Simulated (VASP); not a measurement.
The system is Si.

```
Si
1.0
     0.00000    2.72212    2.72212
     2.72212    0.00000    2.72212
     2.72212    2.72212    0.00000
Si
2
Direct
  0.00000 0.00000 0.00000
  0.25000 0.25000 0.25000
```

Base run:

```yaml
Program: VASP 6.6.1
Functional: PBEsol
Potentials_or_basis: VASP PAW PBE potentials, release 64 (Si)
Cutoff: 500 eV
k_mesh: 6 × 6 × 6
Occupations: gaussian, width 0.01 eV
Spin: no spin polarisation
```

Its results: band gap on the k mesh 0.60 eV, indirect (least direct gap 2.51 eV); pressure -0.4 GPa.

Task: The run is repeated on the same cell with these changes: functional from PBEsol to LDA; potentials or basis from VASP PAW PBE potentials, release 64 (Si) to VASP PAW LDA potentials, release 64 (Si). What comes out?

Result: Band gap on the k mesh 0.61 eV, indirect (least direct gap 2.52 eV); pressure -2.0 GPa.

Caveats: the PAW data sets were made with another functional, which shifts forces and pressure a little (some runs).

A k mesh can miss the band edges.
